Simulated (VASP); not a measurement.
# Ge (Fmmm) in VASP: single point with PBE

Aim: the single point of Ge with PBE.

Program: VASP 6.6.1. These are calculated values, not measurements. Logs are shortened: lines on timing, memory, paths and dates and some standing lists are left out, and cuts for length are marked.

### Step 1. The cell of the first run

The structure is orthorhombic, space group Fmmm (No. 69). Conventional cell: a = 3.342 Å, b = 5.789 Å, c = 9.112 Å, α = 90.00°, β = 90.00°, γ = 90.00°. Within 2.6 Å of Ge (site symmetry m2m) lie 3 Ge at 1.93 Å.

### Step 2. Single point, PBE (C replaced by Ge, lengths x 1.347, strained)

Input file INCAR:

```
SYSTEM = Ge
ALGO = Normal ; EDIFF = 1E-6
ENCUT = 500 ; GGA = PE
GGA_COMPAT = .FALSE. ; ISIF = 2
ISMEAR = 0 ; LASPH = .TRUE.
LCHARG = .FALSE. ; LREAL = .FALSE.
LWAVE = .FALSE. ; NBANDS = 21
NELM = 120 ; PREC = Accurate
SIGMA = 0.1
```

Input file KPOINTS:

```
k-points
0
G
  6 6 6
  0 0 0
```

Input file POSCAR:

```
Ge
1.0
    0.0000000000      2.8945971335      4.5562346981
    1.6711637423      0.0000000000      4.5562346981
    1.6711637423      2.8945971335      0.0000000000
Ge
2
Direct
    0.1666700000      0.8333300000      0.1666700000
    0.8333300000      0.1666700000      0.8333300000
```

Potentials or basis: VASP PAW PBE potentials, release 64 (Ge_d).

Launch:

```bash
> cat potpaw_PBE.64/Ge_d/POTCAR > POTCAR
> mpirun -np 1 vasp_std > vasp.out
```

OUTCAR:

```text
SYSTEM = Ge
   EDIFF = 1E-6
   ENCUT = 500
   GGA = PE
   ISIF = 2
   ISMEAR = 0
   LASPH = .TRUE.
   LREAL = .FALSE.
   NELM = 120
   PREC = Accurate

 ion  position               nearest neighbor table
   1  0.167  0.833  0.167-   2 1.93   2 1.93   2 1.93
   2  0.833  0.167  0.833-   1 1.93   1 1.93   1 1.93

  LATTYP: Found a face centered orthorhombic cell.
 ALAT       =     3.3423274846
 B/A-ratio  =     1.7320846906
 C/A-ratio  =     2.7263843648

  Lattice vectors:

 A1 = (   0.0000000000,   2.8945971335,   4.5562346981)
 A2 = (   1.6711637423,   0.0000000000,   4.5562346981)
 A3 = (   1.6711637423,   2.8945971335,   0.0000000000)

Analysis of symmetry for initial positions (statically):
=====================================================================
 Subroutine PRICEL returns:
 Original cell was already a primitive cell.

 Routine SETGRP: Setting up the symmetry group for a
 face centered orthorhombic supercell.

 Subroutine GETGRP returns: Found  8 space group operations
 (whereof  8 operations were pure point group operations)
 out of a pool of  8 trial point group operations.

The static configuration has the point symmetry D_2h.

Analysis of symmetry for dynamics (positions and initial velocities):
=====================================================================
 Subroutine PRICEL returns:
 Original cell was already a primitive cell.

 Routine SETGRP: Setting up the symmetry group for a
 face centered orthorhombic supercell.

 Subroutine GETGRP returns: Found  8 space group operations
 (whereof  8 operations were pure point group operations)
 out of a pool of  8 trial point group operations.

The dynamic configuration has the point symmetry D_2h.

 Subroutine INISYM returns: Found  8 space group operations
 (whereof  8 operations are pure point group operations),
 and found     1 'primitive' translations

----------------------------------------------------------------------------------------

                                     Primitive cell

  volume of cell :      44.0802

  direct lattice vectors                    reciprocal lattice vectors
     0.000000000  2.894597134  4.556234698    -0.299192705  0.172735609  0.109739738
     1.671163742  0.000000000  4.556234698     0.299192705 -0.172735609  0.109739738
     1.671163742  2.894597134  0.000000000     0.299192705  0.172735609 -0.109739738

  length of vectors
[... 79 lines left out ...]
   LASPH  =      T    aspherical Exc in radial PAW
   ENCUT  =  500.0 eV  36.75 Ry    6.06 a.u.   9.84  8.85  6.09*2*pi/ulx,y,z
   NELM   =    120;   NELMIN=  2; NELMDL= -5     # of ELM steps
   EDIFF  = 0.1E-05   stopping-criterion for ELM
   LREAL  =      F    real-space projection
   EDIFFG = 0.1E-04   stopping-criterion for IOM
   NSW    =      0    number of steps for IOM
   IBRION =     -1    ionic relax: 0-MD 1-quasi-New 2-CG
   NFREE  =      0    steps in history (QN), initial steepest desc. (CG)
   ISIF   =      2    stress and relaxation
   ISYM   =      2    0-nonsym 1-usesym 2-fastsym
   POTIM  = 0.5000    time-step for ionic-motion
   TEBEG  =    0.0;   TEEND  =   0.0 temperature during run
   PSTRESS=    0.0 pullay stress
   NELECT =      28.0000    total number of electrons
   NUPDOWN=      -1.0000    fix difference up-down
   EMIN   =  10.00;   EMAX   =-10.00  energy-range for DOS
   EFERMI =   0.00;   METHOD = LEGACY
   ISMEAR =     0;   SIGMA  =   0.10  broadening in eV -4-tet -1-fermi 0-gaus
   EFERMI_NEDOS =   21; number of points for ismear=-14 and -15
   IALGO  =     38    algorithm
   IMIX   =      4    mixing-type and parameters
     AMIX     =   0.40;   BMIX     =  1.00
     AMIX_MAG =   1.60;   BMIX_MAG =  1.00
  volume/ion in A,a.u.               =      22.04       148.73
  Fermi-wavevector in a.u.,A,eV,Ry     =   1.407278  2.659369 26.945389  1.980430
  Thomas-Fermi vector in A             =   2.529553
   LORBIT       =      0    0 simple, 1 ext, 2 COOP (PROOUT), +10 PAW based schemes
   GGA     = PE    functional components
   LHFCALC =     F    Hartree Fock is set to
   AEXX    =    0.0000 exact exchange contribution
   IVDW    =     0    specifies the selected vdW correction
   LEPSILON=     F    determine dielectric tensor
   LRPA    =     F    only Hartree local field effects (RPA)
 non-spin polarized calculation
 Gauss-broadening in eV      SIGMA  =   0.10
  energy-cutoff  :      500.00
  volume of cell :       44.08
 maximum number of plane-waves:      1134
   NGX = 19   NGY = 17   NGZ = 13

 number of electron      28.0000014 magnetization

 Free energy of the ion-electron system (eV)
  ---------------------------------------------------
  ext. energy  EPLUGINS =         0.00000000
  ---------------------------------------------------
  free energy    TOTEN  =        -2.47862918 eV

  energy without entropy =       -2.47757750  energy(sigma->0) =       -2.47810334

 E-fermi :   4.8996     XC(G=0):  -9.3933

 val. band max:        4.8136452214   @ k =  -0.3333   0.0000   0.3333
 cond. band min:       4.9880013821   @ k =  -0.1667   0.1667   0.3333
 fundamental gap:      0.1743561607
 Fermi energy:         4.8996279875

 k-point     1 :       0.0000    0.0000    0.0000
  band No.  band energies     occupation
      1     -20.9329      2.00000
      2     -20.7494      2.00000
      3     -20.7494      2.00000
      4     -20.5892      2.00000
      5     -20.5892      2.00000
      6     -20.2396      2.00000
[... 565 lines left out ...]
     20      16.3257      0.00000
     21      17.1011      0.00000

 [... further k-points ...]

------------------------ aborting loop because EDIFF is reached ----------------------------------------

  FORCE on cell =-STRESS in cart. coord.  units (eV):
  Direction    XX          YY          ZZ          XY          YZ          ZX
  --------------------------------------------------------------------------------------
  -------------------------------------------------------------------------------------
  Total       34.0343534     33.9480327     -0.1286392      0.0000000      0.0000000      0.0000000
  in kB     1237.0432130   1233.9057249     -4.6756364      0.0000000      0.0000000      0.0000000
  external PRESSURE =     822.0911005 kB  Pullay stress =       0.0000000 kB

 VOLUME and BASIS-vectors are now :
 -----------------------------------------------------------------------------
  energy-cutoff  :      500.00
  volume of cell :       44.08
      direct lattice vectors                 reciprocal lattice vectors
     0.000000000  2.894597134  4.556234698    -0.299192705  0.172735609  0.109739738
     1.671163742  0.000000000  4.556234698     0.299192705 -0.172735609  0.109739738
     1.671163742  2.894597134  0.000000000     0.299192705  0.172735609 -0.109739738

 POSITION                                       TOTAL-FORCE (eV/Angst)
 -----------------------------------------------------------------------------------
      1.67116      0.96489      4.55623         0.000000      0.006804      0.000000
      1.67116      4.82431      4.55623         0.000000     -0.006804      0.000000
 -----------------------------------------------------------------------------------
    total drift:                               -0.000000     -0.000000     -0.000000

  FREE ENERGIE OF THE ION-ELECTRON SYSTEM (eV)
  ---------------------------------------------------
  free  energy   TOTEN  =        -2.4786291850 eV

  energy  without entropy=       -2.4775775030  energy(sigma->0) =       -2.47810334
```

stdout:

```text
POSCAR found type information on POSCAR Ge
 POSCAR found :  1 types and       2 ions
 scaLAPACK will be used
 LDA part: xc-table for (Slater+PW92), standard interpolation
 POSCAR, INCAR and KPOINTS ok, starting setup
 FFT: planning ... GRIDC
 FFT: planning ... GRID_SOFT
 FFT: planning ... GRID
 WAVECAR not read
 entering main loop
```

Run time: 91 s. Hardware: 1 thread of Intel Xeon 8259CL, shared host; peak memory 0.18 GiB.

What came out:

```
Free energy            : -2.4786 eV
Pressure               : 82.2 GPa
Largest force          : 0.007 eV/Å
Band gap on the k mesh : 0.17 eV, indirect (least direct gap 0.34 eV)
```

Forces on the atoms (eV/Å):
```
Ge   0.000  0.007  0.000
Ge   0.000 -0.007  0.000
```

Caveat: the cell differs from its parent crystal (C replaced by Ge, lengths x 1.347, strained). A k mesh can miss the band edges.
